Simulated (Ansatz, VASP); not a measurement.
Two plane-wave programs on NaH

Contents of POSCAR:

```
NaH
1.0
    0.0000000000      2.3857107064      2.2020109820
    2.3857107064      0.0000000000      2.2020109820
    2.3857107064      2.3857107064      0.0000000000
Na H
1 1
Direct
    0.0000000000      0.0000000000      0.0000000000
    0.5000000000      0.5000000000      0.5000000000
```

The input INCAR.step1:

```
  PREC = Accurate
  ENCUT = 520
  ISMEAR = -1
  SIGMA = 0.2
  LREAL = False
  LASPH = True
  NELM = 60
  NBANDS = 11
  GGA = PE
  ALGO = Normal
  EDIFF = 1E-4
  LWAVE = True
  LCHARG = False
```

Contents of INCAR.step2:

```
  PREC = Accurate
  ENCUT = 520
  EDIFF = 1E-6
  ISMEAR = -1
  SIGMA = 0.2
  LREAL = False
  LASPH = True
  NELM = 60
  ALGO = Normal
  ISIF = 2
  LWAVE = False
  LCHARG = True
  METAGGA = R2SCAN
  LMIXTAU = True
  LELF = True
  LVHAR = True
  NBANDS = 11
  ISTART = 1
```

File KPOINTS:

```
Automatic mesh
0
Gamma
  10 10 10
```

Input for Ansatz:

```yaml
crystal:
  lattice:
    - [0.0, 2.3857107064, 2.202010982]
    - [2.3857107064, 0.0, 2.202010982]
    - [2.3857107064, 2.3857107064, 0.0]
  atoms:
    - { symbol: Na, position: [0.0, 0.0, 0.0] }
    - { symbol: H, position: [0.5, 0.5, 0.5] }
basis:
  ecutwfc: 520.0
kpoints:
  mp_grid: { grid: [10, 10, 10] }
hamiltonian:
  xc: r2scan
scf:
  occupations: { method: fermi_dirac, width: 0.2 }
output:
  forces: true
  stress: true
  eigenvalues: true
```

Alike in both runs: task single point; functional r2SCAN; k mesh 10 × 10 × 10; occupations fermi-dirac, width 0.2 eV; no spin polarisation.

|  | VASP | Ansatz |
| --- | --- | --- |
| version | VASP 6.6.1 | Ansatz 0.2.0 |
| potentials or method | VASP PAW PBE potentials, release 64 (Na_pv, H), cutoff 520 eV | scalar-relativistic, plane waves, PAW |
| valence electrons in the cell | 8 | 10 |

Ansatz gave:

- gap on the k mesh at the Fermi level (eV): 4.52
- least direct gap on the mesh (eV): 5.42
- pressure (GPa): 3.1
- traceless stress, the component that is largest in VASP (GPa): 3.15

Question: Estimate VASP's values.

Answer: gap on the k mesh at the Fermi level (eV): 4.54; least direct gap on the mesh (eV): 5.45; pressure (GPa): 2.8; traceless stress, the component that is largest in VASP (GPa): 3.27.

VASP's potentials were made for PBE, not for r2SCAN. With one functional, cell and mesh, what is left measures potentials, basis and numerics. VASP's potentials hold 8 valence electrons a cell and Ansatz's 10, so a difference there can come from the potentials and not from the codes.
